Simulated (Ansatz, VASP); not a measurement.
# Tl in VASP and in Ansatz

```
Tl
1.0
     0.00000    2.97890    2.97890
     2.97890    0.00000    2.97890
     2.97890    2.97890    0.00000
Tl
2
Direct
  0.87500 0.87500 0.87500
  0.12500 0.12500 0.12500
```

Change from the starting cell: volume scaled by 0.65, PAW files.

Alike in both runs: task single point; functional PBEsol; k mesh 10 × 10 × 10; occupations fermi-dirac, width 0.1 eV; no spin polarisation.

|  | VASP | Ansatz |
| --- | --- | --- |
| version | VASP 6.6.1 | Ansatz 0.2.0 |
| potentials or method | VASP PAW PBE potentials, release 64 (Tl_d) | PAW with Ansatz's default frozen-core files, scalar-relativistic |
| plane-wave cutoff (eV) | 520 | 420 |
| valence electrons in the cell | 26 | 26 |

|  | VASP | Ansatz | Ansatz less VASP |
| --- | --- | --- | --- |
| pressure (GPa) | 26.8 | 26.8 | 0.00 |

VASP's potentials were made for PBE, not for PBEsol.

Neither program's run includes spin-orbit coupling.
